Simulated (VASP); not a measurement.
# SrC2N2O2: single point with PBE

The system is SrC2N2O2.

```
Sr C N O
1.0
     5.93100    3.42426    4.23267
    -5.93100    3.42426    4.23267
     0.00000   -6.84853    4.23267
Sr C N O
6 12 12 12
Cartesian
  2.1454 -3.6130 7.8802
  2.0562 3.6645 7.8802
  -4.2017 -0.0515 7.8802
  -1.7293 3.3727 5.7639
  3.7856 -0.1887 5.7639
  -2.0562 -3.1840 5.7639
  0.4520 -1.2484 9.6846
  0.8551 1.0157 9.6846
  -1.3072 0.2327 9.6846
  1.3072 0.2327 3.3356
  -0.4520 -1.2484 3.3356
  -0.8551 1.0157 3.3356
  0.2464 -1.3083 6.3841
  1.0098 0.8675 6.3841
  -1.2562 0.4408 6.3841
  -4.6748 -2.9835 8.5004
  -0.2464 5.5402 8.5004
  4.9212 -2.5567 8.5004
  -0.2493 1.3533 6.4043
  -1.0473 -0.8925 6.4043
  1.2966 -0.4608 6.4043
  4.6344 2.9635 4.2880
  0.2493 -5.4952 4.2880
  -4.8837 2.5318 4.2880
  1.3516 -0.2446 9.6723
  -0.4639 1.2928 9.6723
  -0.8876 -1.0482 9.6723
  0.8876 -1.0482 3.3233
  -1.3516 -0.2446 3.3233
  0.4639 1.2928 3.3233
  0.4498 -2.5840 6.3108
  2.0129 1.6815 6.3108
  -2.4627 0.9025 6.3108
  -3.4683 -2.5218 8.4271
  -0.4498 4.2646 8.4271
  3.9181 -1.7428 8.4271
  -4.2128 -1.4393 5.5127
  3.3529 -2.9288 5.5127
  0.8599 4.3681 5.5127
  -0.8599 -2.4805 3.3963
  -1.7182 1.9850 3.3963
  2.5781 0.4955 3.3963
```

```yaml
Program: VASP 6.6.1
Task: single point
Functional: PBE
Potentials_or_basis: VASP PAW PBE potentials, release 64 (Sr_sv, C, N, O)
Cutoff: 520 eV
k_mesh: 3 × 3 × 3
Occupations: fermi-dirac, width 0.02 eV
Spin: no spin polarisation
```

The pressure is 3.1 GPa, the largest force is 0.250 eV/Å and the band gap on the k mesh is 4.07 eV, indirect (least direct gap 4.09 eV).

Forces on the atoms (eV/Å):
```
Sr  -0.004 -0.010 -0.001
Sr   0.011  0.002 -0.001
Sr  -0.007  0.008 -0.001
Sr   0.007  0.008 -0.001
Sr   0.004 -0.010 -0.001
Sr  -0.011  0.002 -0.001
C   -0.037  0.161  0.000
C   -0.121 -0.112  0.000
C    0.158 -0.049  0.000
C   -0.158 -0.049  0.000
C    0.037  0.161  0.000
C    0.121 -0.112  0.000
C   -0.024  0.185  0.003
C   -0.148 -0.113  0.003
C    0.172 -0.072  0.003
C   -0.172 -0.072  0.003
C    0.024  0.185  0.003
C    0.148 -0.113  0.003
N    0.005  0.027  0.011
N   -0.026 -0.009  0.011
N    0.021 -0.018  0.011
N   -0.021 -0.018  0.011
N   -0.005  0.027  0.011
N    0.026 -0.009  0.011
N    0.015 -0.014 -0.010
N    0.005  0.020 -0.010
N   -0.020 -0.006 -0.010
N    0.020 -0.006 -0.010
N   -0.015 -0.014 -0.010
N   -0.005  0.020 -0.010
O    0.039 -0.247 -0.020
O    0.194  0.157 -0.020
O   -0.233  0.090 -0.020
O    0.233  0.090 -0.020
O   -0.039 -0.247 -0.020
O   -0.194  0.157 -0.020
O    0.162  0.185  0.019
O   -0.241  0.048  0.019
O    0.079 -0.233  0.019
O   -0.079 -0.233  0.019
O   -0.162  0.185  0.019
O    0.241  0.048  0.019
```

Stress tensor (GPa, compression positive):
```
3.83 0.00 0.00
0.00 3.83 0.00
0.00 0.00 1.59
```

Levels at points of the mesh, in eV from the valence-band top:
```tsv
k point	band 117	band 118	band 119	band 120	band 121	band 122	band 123	band 124
(0.00, 0.00, 0.00)	-0.41	-0.41	0.00	0.00	4.10	4.10	4.66	4.66
```

Run time: 13 min on 1 thread of Intel(R) Xeon(R) Platinum 8259CL CPU @ 2.50GHz (Skylake/Cascade Lake) (shared host), peak memory 0.67 GiB.

A k mesh can miss the band edges. Expect the measured gap to be larger: semilocal functionals such as PBE lack the derivative discontinuity.
